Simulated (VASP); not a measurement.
Here is a VASP 6.6.1 calculation.

The input INCAR:

```
SYSTEM = InSb3
PREC = Accurate
ENCUT = 520
EDIFF = 1E-6
ISMEAR = -1
SIGMA = 0.05
LREAL = .FALSE.
LASPH = .TRUE.
NELM = 100
ALGO = Normal
ISIF = 2
LWAVE = .FALSE.
LCHARG = .FALSE.
GGA = PS
NBANDS = 22
```

File KPOINTS:

```
Automatic mesh
0
G
  6 6 6
  0 0 0
```

POSCAR

```
InSb3
1.0
    4.3176006351      0.0000000000      0.0000000000
    0.0000000000      4.3176006351      0.0000000000
    0.0000000000      0.0000000000      4.3176006351
Sb In
3 1
Direct
    0.5000000000      0.5000000000      0.0000000000
    0.0000000000      0.5000000000      0.5000000000
    0.5000000000      0.0000000000      0.5000000000
    0.0000000000      0.0000000000      0.0000000000
```

Potentials or basis: VASP PAW PBE potentials, release 64 (Sb, In_d).

Launch:

```sh
$ cat potpaw_PBE.64/Sb/POTCAR potpaw_PBE.64/In_d/POTCAR > POTCAR
$ mpirun -np 1 vasp_std > vasp.out
```

Q: Estimate the band gap on the k mesh.

A: Zero (band 14 reaches 17.51 eV, above the bottom of band 15 at 10.64 eV).

Q: What does it give for the pressure?

A: 30.4 GPa.

Caveat: the PAW data sets were made with another functional, which shifts forces and pressure a little; spin-orbit coupling is left out, which moves the levels of the heavy elements.
